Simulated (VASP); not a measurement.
A run of VASP 6.6.1 is set up as follows.

The input INCAR:

```
ALGO = Normal
EDIFF = 1E-7
EDIFFG = -0.005
ENCUT = 600
GGA = PS
GGA_COMPAT = F
IBRION = 2
ISIF = 3
ISMEAR = -1
LASPH = T
LCHARG = F
LREAL = F
LWAVE = F
NELM = 120
NELMIN = 4
NSW = 80
PREC = Accurate
SIGMA = 0.02
```

Contents of KPOINTS:

```
k-points
0
Gamma
  6 6 6
```

POSCAR

```
Cu3N
1.0
    3.8288425857      0.0000000000      0.0000000000
    0.0000000000      3.8288425857      0.0000000000
    0.0000000000      0.0000000000      3.8288425857
Cu N
3 1
Direct
    0.5000000000      0.0000000000      0.0000000000
    0.0000000000      0.5000000000      0.0000000000
    0.0000000000      0.0000000000      0.5000000000
    0.0000000000      0.0000000000      0.0000000000
```

Potentials or basis: VASP PAW PBE potentials, release 64 (Cu, N).

The run is started by

```bash
$ cat potpaw_PBE.64/Cu/POTCAR potpaw_PBE.64/N/POTCAR > POTCAR
$ mpirun -np 1 vasp_std > vasp.out
```

Q: Predict the space group after relaxing (to 0.1 Å).

A: Pm-3m (No. 221).

Q: Estimate the relaxed volume.

A: 13.42 Å³/atom.

Q: Predict the relaxed cell.

A: a = 3.772 Å, b = 3.772 Å, c = 3.772 Å, α = 90.00°, β = 90.00°, γ = 90.00°.

The path:
| step | energy change (eV) | largest force (eV/Å) | pressure (GPa) | volume (Å³) |
| --- | --- | --- | --- | --- |
| 1 | 0.0000 | 0.0000 | -5.33 | 56.13 |
| 2 | -0.0305 | 0.0000 | 3.16 | 52.42 |
| 3 | -0.0425 | 0.0000 | 0.02 | 53.67 |

Caveat: the PAW data sets were made with another functional, which shifts forces and pressure a little.
